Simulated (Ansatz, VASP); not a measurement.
# Mg in VASP and in Ansatz

```xyz
1
Lattice="-1.5055 1.5055 1.5055 1.5055 -1.5055 1.5055 1.5055 1.5055 -1.5055" Properties=species:S:1:pos:R:3 pbc="T T T"
Mg    0.0000    0.0000    0.0000
```

Change from the starting cell: volume scaled by 1.06.

Alike in both runs: task single point; functional PBEsol; k mesh 16 × 16 × 16; occupations fermi-dirac, width 0.05 eV; no spin polarisation.

|  | VASP | Ansatz |
| --- | --- | --- |
| version | VASP 6.6.1 | Ansatz 0.2.0 |
| potentials or method | VASP PAW PBE potentials, release 64 (Mg), cutoff 520 eV | all-electron LAPW, scalar-relativistic |

|  | VASP | Ansatz | Ansatz less VASP |
| --- | --- | --- | --- |
| pressure (GPa) | 49.1 | 48.1 | -0.99 |

VASP's potentials were made for PBE, not for PBEsol. Both programs put the cell under a high pressure, so it lies far from rest at this level. Ansatz ran all-electron here, and VASP with PAW potentials.
